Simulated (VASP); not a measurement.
# BN (R3m) in VASP: a series of runs, part 2 of 2

VASP 6.6.1. The steps go on from the part before.

## Step 4: Relaxation of cell and atoms, PBEsol, target pressure 10 GPa, at which the enthalpy is minimised

INCAR reads:

```
ALGO = Normal
EDIFF = 1E-7
EDIFFG = -0.005
ENCUT = 600
GGA = PS
IBRION = 2
ISIF = 3
ISMEAR = -1
LASPH = True
LCHARG = False
LREAL = False
LWAVE = False
NELM = 80
NSW = 80
PREC = Accurate
PSTRESS = 100.0
SIGMA = 0.05
```

KPOINTS reads:

```
k-points
0
Gamma
  12 12 12
```

POSCAR reads:

```
BN
1.0
    1.2511217832      0.7223354983      3.3729344033
   -1.2511217832      0.7223354983      3.3729344033
    0.0000000000     -1.4446709966      3.3729344033
N B
1 1
Direct
    0.6672382000      0.6672382000      0.6672382000
    0.0003288000      0.0003288000      0.0003288000
```

Potentials or basis: VASP PAW PBE potentials, release 64 (N, B).

Command:

```bash
$ cat potpaw_PBE.64/N/POTCAR potpaw_PBE.64/B/POTCAR > POTCAR
$ mpirun -np 1 vasp_std > vasp.out
```

OUTCAR:

```text
EDIFF = 1E-7
   EDIFFG = -0.005
   ENCUT = 600
   GGA = PS
   IBRION = 2
   ISIF = 3
   ISMEAR = -1
   LASPH = True
   LREAL = False
   NELM = 80
   NSW = 80
   PREC = Accurate
   PSTRESS = 100.0

 ion  position               nearest neighbor table
   1  0.667  0.667  0.667-   2 1.44   2 1.44   2 1.44
   2  0.000  0.000  0.000-   1 1.44   1 1.44   1 1.44

  LATTYP: Found a trigonal (rhomboedric) cell.
 ALAT       =     3.6692997666
 COS(alpha) =     0.7674786797

  Lattice vectors:

 A1 = (   1.2511217832,   0.7223354983,   3.3729344033)
 A2 = (  -1.2511217832,   0.7223354983,   3.3729344033)
 A3 = (   0.0000000000,  -1.4446709966,   3.3729344033)

Analysis of symmetry for initial positions (statically):
=====================================================================
 Subroutine PRICEL returns:
 Original cell was already a primitive cell.

 Routine SETGRP: Setting up the symmetry group for a
 trigonal (rhombohedral) supercell.

 Subroutine GETGRP returns: Found  6 space group operations
 (whereof  6 operations were pure point group operations)
 out of a pool of 12 trial point group operations.

The static configuration has the point symmetry C_3v.

Analysis of symmetry for dynamics (positions and initial velocities):
=====================================================================
 Subroutine PRICEL returns:
 Original cell was already a primitive cell.

 Routine SETGRP: Setting up the symmetry group for a
 trigonal (rhombohedral) supercell.

 Subroutine GETGRP returns: Found  6 space group operations
 (whereof  6 operations were pure point group operations)
 out of a pool of 12 trial point group operations.

The dynamic configuration has the point symmetry C_3v.

 Subroutine INISYM returns: Found  6 space group operations
 (whereof  6 operations are pure point group operations),
 and found     1 'primitive' translations

----------------------------------------------------------------------------------------

                                     Primitive cell

  volume of cell :      18.2893

  direct lattice vectors                    reciprocal lattice vectors
     1.251121783  0.722335498  3.372934403     0.399641351  0.230733042  0.098825916
    -1.251121783  0.722335498  3.372934403    -0.399641351  0.230733042  0.098825916
     0.000000000 -1.444670997  3.372934403     0.000000000 -0.461466083  0.098825916

  length of vectors
     3.669299767  3.669299767  3.669299767     0.471929558  0.471929558  0.471929558

  position of ions in fractional coordinates (direct lattice)
     0.667238200  0.667238200  0.667238200
     0.000328800  0.000328800  0.000328800

  ion indices of the primitive-cell ions
   primitive index   ion index
                 1           1
                 2           2

----------------------------------------------------------------------------------------

 KPOINTS: k-points

Automatic generation of k-mesh.
 Grid dimensions read from file:
 generate k-points for:   12   12   12

 Generating k-lattice:

[... 49 lines left out ...]
   NGX,Y,Z   is equivalent  to a cutoff of  13.59, 13.59, 13.59 a.u.
   NGXF,Y,Z  is equivalent  to a cutoff of  27.18, 27.18, 27.18 a.u.
 SYSTEM =  unknown system
   PREC   = accura    normal or accurate (medium, high low for compatibility)
   ISTART =      0    job   : 0-new  1-cont  2-samecut
   ICHARG =      2    charge: 1-file 2-atom 10-const
   ISPIN  =      1    spin polarized calculation?
   LNONCOLLINEAR =      F non collinear calculations
   LSORBIT =      F    spin-orbit coupling
   LASPH  =      T    aspherical Exc in radial PAW
   ENCUT  =  600.0 eV  44.10 Ry    6.64 a.u.   7.33  7.33  7.33*2*pi/ulx,y,z
   NELM   =     80;   NELMIN=  2; NELMDL= -5     # of ELM steps
   EDIFF  = 0.1E-06   stopping-criterion for ELM
   LREAL  =      F    real-space projection
   EDIFFG = -.5E-02   stopping-criterion for IOM
   NSW    =     80    number of steps for IOM
   IBRION =      2    ionic relax: 0-MD 1-quasi-New 2-CG
   NFREE  =      1    steps in history (QN), initial steepest desc. (CG)
   ISIF   =      3    stress and relaxation
   ISYM   =      2    0-nonsym 1-usesym 2-fastsym
   POTIM  = 0.5000    time-step for ionic-motion
   TEBEG  =    0.0;   TEEND  =   0.0 temperature during run
   PSTRESS=  100.0 pullay stress
   NELECT =       8.0000    total number of electrons
   NUPDOWN=      -1.0000    fix difference up-down
   EMIN   =  10.00;   EMAX   =-10.00  energy-range for DOS
   EFERMI =   0.00;   METHOD = LEGACY
   ISMEAR =    -1;   SIGMA  =   0.05  broadening in eV -4-tet -1-fermi 0-gaus
   EFERMI_NEDOS =   21; number of points for ismear=-14 and -15
   IALGO  =     38    algorithm
   IMIX   =      4    mixing-type and parameters
     AMIX     =   0.40;   BMIX     =  1.00
     AMIX_MAG =   1.60;   BMIX_MAG =  1.00
  volume/ion in A,a.u.               =       9.14        61.71
  Fermi-wavevector in a.u.,A,eV,Ry     =   1.242717  2.348395 21.012099  1.544346
  Thomas-Fermi vector in A             =   2.377059
   LORBIT       =      0    0 simple, 1 ext, 2 COOP (PROOUT), +10 PAW based schemes
   GGA     = PS    functional components
   LHFCALC =     F    Hartree Fock is set to
   AEXX    =    0.0000 exact exchange contribution
   IVDW    =     0    specifies the selected vdW correction
   LEPSILON=     F    determine dielectric tensor
   LRPA    =     F    only Hartree local field effects (RPA)
 conjugate gradient relaxation of ions
 non-spin polarized calculation
  energy-cutoff  :      600.00
  volume of cell :       18.29
 maximum number of plane-waves:       624
 NGX is ok and might be reduce to    30
   NGX = 15   NGY = 15   NGZ = 15

--------------------------------------- Ionic step        1  -------------------------------------------

 number of electron       8.0000000 magnetization

 Free energy of the ion-electron system (eV)
  ---------------------------------------------------
  ext. energy  EPLUGINS =         0.00000000
  ---------------------------------------------------
  free energy    TOTEN  =       -18.28800156 eV

  energy without entropy =      -18.28800155  energy(sigma->0) =      -18.28800156

------------------------ aborting loop because EDIFF is reached ----------------------------------------

  FORCE on cell =-STRESS in cart. coord.  units (eV):
  Direction    XX          YY          ZZ          XY          YZ          ZX
  --------------------------------------------------------------------------------------
  -------------------------------------------------------------------------------------
  Total        0.1321098      0.1321098      0.0242500      0.0000000      0.0000000      0.0000000
  in kB       11.5730528     11.5730528      2.1243389      0.0000000      0.0000000      0.0000000
  external PRESSURE =     -91.5765185 kB  Pullay stress =     100.0000000 kB
[... 97 lines left out ...]
  energy  without entropy=      -18.2657143596  energy(sigma->0) =      -18.26571436

  enthalpy is  TOTEN    =       -17.1666242559 eV   P V=        1.0990901038

[... ionic steps 4 to 12 ...]

--------------------------------------- Ionic step       13  -------------------------------------------

 number of electron       8.0000000 magnetization

------------------------ aborting loop because EDIFF is reached ----------------------------------------
[... 71 lines left out ...]
--------------------------------------- Ionic step       15  -------------------------------------------

 number of electron       8.0000000 magnetization

 Free energy of the ion-electron system (eV)
  ---------------------------------------------------
  ext. energy  EPLUGINS =         0.00000000
  ---------------------------------------------------
  free energy    TOTEN  =       -18.21658264 eV

  energy without entropy =      -18.21658264  energy(sigma->0) =      -18.21658264

 E-fermi :   4.9262     XC(G=0): -11.4063

 val. band max:        3.8312689879   @ k =  -0.1667   0.4167   0.0833
 cond. band min:       7.4749149743   @ k =   0.5000   0.5000  -0.0000
 fundamental gap:      3.6436459864
 Fermi energy:         4.9262075706

 k-point     1 :       0.0000    0.0000    0.0000
  band No.  band energies     occupation
      1     -14.5104      2.00000
      2       0.6954      2.00000
      3       2.4783      2.00000
      4       2.4783      2.00000
      5      10.1194      0.00000
      6      15.5284      0.00000
      7      15.5284      0.00000
      8      17.1439      0.00000
[... 243 lines left out ...]
 k-point    24 :      -0.4167    0.1667    0.0000
  band No.  band energies     occupation
      1     -10.7239      2.00000
      2      -5.1743      2.00000
      3      -1.6738      2.00000
      4       3.5647      2.00000
      5       9.0509      0.00000
      6      15.5573      0.00000
      7      17.9327      0.00000
      8      18.9503      0.00000

 [... further k-points ...]
[... 5 lines left out ...]
  --------------------------------------------------------------------------------------
  -------------------------------------------------------------------------------------
  Total        0.9461035      0.9461035      0.9450532      0.0000000      0.0000000      0.0000000
  in kB       99.9230805     99.9230805     99.8121569      0.0000000      0.0000000      0.0000000
  external PRESSURE =      -0.1138941 kB  Pullay stress =     100.0000000 kB
[... 21 lines left out ...]
  energy  without entropy=      -18.2165826382  energy(sigma->0) =      -18.21658264

  enthalpy is  TOTEN    =       -17.2697508689 eV   P V=        0.9468317693

 reached required accuracy - stopping structural energy minimisation
```

It took 5.4 min on 1 thread of Intel Xeon Platinum 8488C (Sapphire Rapids), shared host; peak memory 0.18 GiB.

What came out:

```
Free energy                                            : -18.2166 eV
Relaxed volume                                         : 7.58 Å³/atom
Relaxed cell                                           : a = 3.176 Å, b = 3.176 Å, c = 3.176 Å, α = 46.10°, β = 46.10°, γ = 46.10°
Space group after relaxing (to 0.05 Å)                 : R3m (No. 160)
Energy change on relaxing (the enthalpy is what falls) : +35.7 meV/atom
Ionic steps                                            : 15
Pressure after relaxing                                : 10.0 GPa
Band gap on the k mesh                                 : 3.64 eV, indirect (least direct gap 4.81 eV)
```

The path:
| step | energy change (eV) | largest force (eV/Å) | pressure (GPa) | volume (Å³) |
| --- | --- | --- | --- | --- |
| 1 | 0.0000 | 0.0026 | 0.84 | 18.29 |
| 2 | 0.0853 | 0.0072 | 21.28 | 16.94 |
| 3 | 0.0223 | 0.0021 | 10.29 | 17.61 |
| 4 | 0.0231 | 0.0183 | 10.28 | 17.01 |
| 5 | 0.0704 | 0.1323 | 11.93 | 15.22 |
| 6 | 0.0797 | 0.1496 | 12.26 | 15.07 |
| 7 | 0.0762 | 0.1431 | 12.14 | 15.12 |
| 8 | 0.0606 | 0.0732 | 2.79 | 15.48 |
| 9 | 0.0685 | 0.0817 | 9.40 | 15.22 |
| 10 | 0.0703 | 0.0544 | 10.25 | 15.19 |
| 11 | 0.0693 | 0.0001 | 9.91 | 15.20 |
| 12 | 0.0700 | 0.0002 | 9.96 | 15.19 |
| 13 | 0.0715 | 0.0012 | 10.07 | 15.17 |
| 14 | 0.0711 | 0.0002 | 9.71 | 15.18 |
| 15 | 0.0714 | 0.0009 | 9.99 | 15.17 |

Final structure:
```
N B
1.0
     1.24334    0.71784    2.83277
    -1.24334    0.71784    2.83277
     0.00000   -1.43569    2.83277
N B
1 1
Direct
  0.66805 0.66805 0.66805
  0.99951 0.99951 0.99951
```

Levels at points of the mesh, in eV from the valence-band top:
```csv
k point,band 2,band 3,band 4,band 5,band 6,band 7
"(0.00, 0.00, 0.00)",-3.14,-1.35,-1.35,6.29,11.70,11.70
"(0.50, 0.00, 0.00)",-9.37,-4.15,-0.36,5.38,10.40,13.85
"(0.50, 0.50, 0.00)",-8.96,-4.40,-1.79,3.64,9.62,15.59
"(0.50, 0.50, 0.50)",-7.42,-1.44,-1.44,11.45,11.45,11.75
```

Caveat: the cell is relaxed towards a set pressure, so the enthalpy falls and the energy may rise; the volume moved by over 15 % at a fixed basis, so the end points are rough; the PAW data sets were made with another functional, which shifts forces and pressure a little. A k mesh can miss the band edges.

## Step 5: Relaxation of cell and atoms, PBEsol, target pressure 20 GPa, at which the enthalpy is minimised

INCAR reads:

```
SYSTEM = BN
ALGO     = Normal         ! electronic algorithm
EDIFF    = 1E-7           ! SCF threshold, eV
EDIFFG   = -0.005         ! ionic threshold
ENCUT    = 600            ! plane-wave cutoff, eV
GGA      = PS             ! functional
IBRION   = 2              ! ionic algorithm
ISIF     = 3              ! what is computed and relaxed
ISMEAR   = -1             ! smearing method
LASPH    = .True.         ! aspherical terms in the spheres
LCHARG   = .False.        ! write CHGCAR
LREAL    = .False.        ! projectors in reciprocal space
LWAVE    = .False.        ! write WAVECAR
NELM     = 80             ! most SCF steps
NSW      = 80             ! ionic steps
PREC     = Accurate       ! precision mode
PSTRESS  = 200.0        
SIGMA    = 0.05           ! smearing width, eV
```

KPOINTS reads:

```
k-points
0
Gamma
  12 12 12
  0 0 0
```

POSCAR is that of step 4.

Command:

```bash
$ cat potpaw_PBE.64/N/POTCAR potpaw_PBE.64/B/POTCAR > POTCAR
$ mpirun -np 1 vasp_std > vasp.out
```

Wall time 5.7 min (1 thread of Intel Xeon Platinum 8488C (Sapphire Rapids), shared host); peak memory 0.19 GiB.

The run converged. Its results:

```yaml
Free_energy: -18.1079 eV
Relaxed_volume: 6.99 Å³/atom
Relaxed_cell: a = 3.001 Å, b = 3.001 Å, c = 3.001 Å, α = 48.65°, β = 48.65°, γ = 48.65°
Space_group_after_relaxing_to_0.05_Å: R3m (No. 160)
Energy_change_on_relaxing_the_enthalpy_is_what_falls: +90.1 meV/atom
Ionic_steps: 17
Pressure_after_relaxing: 20.0 GPa
Largest_force_after_relaxing: 0.005 eV/Å
Band_gap_on_the_k_mesh: 3.40 eV, indirect (least direct gap 4.89 eV)
```

Forces in eV/Å, atoms in the order of the input:
```
N    0.000  0.000  0.005
B    0.000  0.000 -0.005
```

Step by step:
```tsv
step	energy change (eV)	largest force (eV/Å)	pressure (GPa)	volume (Å³)
1	0.0000	0.0026	0.84	18.29
2	0.3971	0.0151	52.26	15.54
3	0.0757	0.0045	19.89	17.04
4	0.0734	0.0392	19.71	16.03
5	0.3729	0.5903	29.68	12.95
6	0.1407	0.1920	21.86	14.41
7	0.1779	0.2577	23.10	14.04
8	0.1885	0.2759	23.44	13.96
9	0.1445	0.0275	10.22	14.36
10	0.1656	0.1611	18.27	14.11
11	0.1728	0.0721	20.31	14.04
12	0.1698	0.0008	19.68	14.06
13	0.1736	0.0013	19.87	14.03
14	0.1788	0.0051	20.09	13.99
15	0.1806	0.0064	20.18	13.97
16	0.1787	0.0005	19.46	13.99
17	0.1801	0.0048	20.00	13.98
```

Final structure:
```xyz
2
Lattice="1.2363 0.7138 2.6400 -1.2363 0.7138 2.6400 0.0000 -1.4275 2.6400" Properties=species:S:1:pos:R:3 pbc="T T T"
N     0.0000    0.0000    5.3009
B     0.0000    0.0000    7.9060
```

Levels at points of the mesh, in eV from the valence-band top:
| k point | band 2 | band 3 | band 4 | band 5 | band 6 | band 7 |
| --- | --- | --- | --- | --- | --- | --- |
| (0.00, 0.00, 0.00) | -2.60 | -1.46 | -1.46 | 7.06 | 11.68 | 11.68 |
| (0.50, 0.00, 0.00) | -9.77 | -4.26 | -0.25 | 5.36 | 10.75 | 14.36 |
| (0.50, 0.50, 0.00) | -9.15 | -4.68 | -2.23 | 3.40 | 9.41 | 16.40 |
| (0.50, 0.50, 0.50) | -8.18 | -1.62 | -1.62 | 11.33 | 11.33 | 12.32 |

Caveat: the cell is relaxed towards a set pressure, so the enthalpy falls and the energy may rise; the volume moved by over 15 % at a fixed basis, so the end points are rough; the PAW data sets were made with another functional, which shifts forces and pressure a little.

## Step 6: Summary

| cell | gap on the mesh (eV) | pressure (GPa) |
| --- | --- | --- |
| relaxed | 4.20 | 0.1 |
| relaxed to 5 GPa | 3.82 | 5.0 |
| relaxed to 10 GPa | 3.64 | 10.0 |
| relaxed to 20 GPa | 3.40 | 20.0 |

Alike in all rows: task relaxation of cell and atoms; level PBEsol; potentials or basis VASP PAW PBE potentials, release 64 (N, B); no spin polarisation; k mesh 12 × 12 × 12; cutoff (eV) 600; smearing fermi-dirac 0.05 eV.

Caveats: the PAW data sets were made with another functional, which shifts forces and pressure a little; the cell is relaxed towards a set pressure, so the enthalpy falls and the energy may rise (some runs); the volume moved by over 15 % at a fixed basis, so the end points are rough (some runs).

Absolute energies hang on the potentials; compare differences alone.
